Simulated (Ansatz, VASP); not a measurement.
## One calculation of CuO, two programs

Contents of POSCAR:

```
CuO
1.0
    1.9909680000     -2.1535500000      0.0000000000
    1.9909680000      2.1535500000      0.0000000000
    0.0000000000      0.0000000000      5.1559280000
Cu O
2 2
Direct
    0.0000000000      0.5000000000      0.0000000000
    0.5000000000      0.0000000000      0.5000000000
    0.5000000000      0.5000000000      0.2500000000
    0.5000000000      0.5000000000      0.7500000000
```

INCAR.step1

```
ALGO = Normal
EDIFF = 1E-4
ENCUT = 520
GGA = PE
ISMEAR = 0
ISPIN = 2
LASPH = True
LCHARG = False
LMAXMIX = 4
LREAL = False
LWAVE = True
MAGMOM = 0.69 0.69 0.36 0.36
NBANDS = 29
NELM = 150
PREC = Accurate
SIGMA = 0.01
```

The input INCAR.step2:

```
ALGO = Normal
EDIFF = 1E-6
ENCUT = 520
ISIF = 2
ISMEAR = 0
ISPIN = 2
ISTART = 1
LASPH = True
LCHARG = False
LMAXMIX = 4
LMIXTAU = True
LORBIT = 11
LREAL = False
LWAVE = False
MAGMOM = 0.69 0.69 0.36 0.36
METAGGA = R2SCAN
NBANDS = 29
NELM = 150
PREC = Accurate
SIGMA = 0.01
```

Contents of KPOINTS:

```
k-points
0
Gamma
  7 7 4
```

Input for Ansatz:

```yaml
crystal:
  lattice:
    - [1.990968, -2.15355, 0.0]
    - [1.990968, 2.15355, 0.0]
    - [0.0, 0.0, 5.155928]
  atoms:
    - { symbol: Cu, position: [0.0, 0.5, 0.0], spin: 0.69 }
    - { symbol: Cu, position: [0.5, 0.0, 0.5], spin: 0.69 }
    - { symbol: O, position: [0.5, 0.5, 0.25], spin: 0.36 }
    - { symbol: O, position: [0.5, 0.5, 0.75], spin: 0.36 }
basis:
  ecutwfc: 500
kpoints:
  mp_grid: { grid: [7, 7, 4] }
hamiltonian:
  xc: r2scan
scf:
  occupations: { method: gaussian, width: 0.01 }
output:
  forces: true
  stress: true
  eigenvalues: true
  populations: true
magnetization:
  spin_polarized: true
```

Alike in both runs: task single point; functional r2SCAN; k mesh 7 × 7 × 4; occupations gaussian, width 0.01 eV; collinear spin.

```csv
,VASP,Ansatz
version,VASP 6.6.1,Ansatz 0.2.0
potentials or method,"VASP PAW PBE potentials, release 64 (Cu, O), cutoff 520 eV","scalar-relativistic, plane waves, PAW"
valence electrons in the cell,34,50
```

|  | VASP | Ansatz | Ansatz less VASP |
| --- | --- | --- | --- |
| gap on the k mesh at the Fermi level (eV) | none | none | - |
| pressure (GPa) | -4.0 | -4.1 | -0.11 |
| traceless stress, the component that is largest in VASP (GPa) | 0.78 | 0.18 | -0.597 |
| net moment per atom (μB) | 0.00 | 0.47 | +0.469 |
| size of the moment on the site where the two differ most (μB) | 0.00 | 0.62 | +0.622 |

The net moments are unlike, so the other rows may belong to different states. VASP's potentials were made for PBE, not for r2SCAN. Site moments also hang on the region over which each program counts them. A gap of «none» marks a metal or a gap that the smearing closes. VASP's potentials hold 34 valence electrons a cell and Ansatz's 50, so a difference there can come from the potentials and not from the codes. Ansatz's warnings: stability check not made.
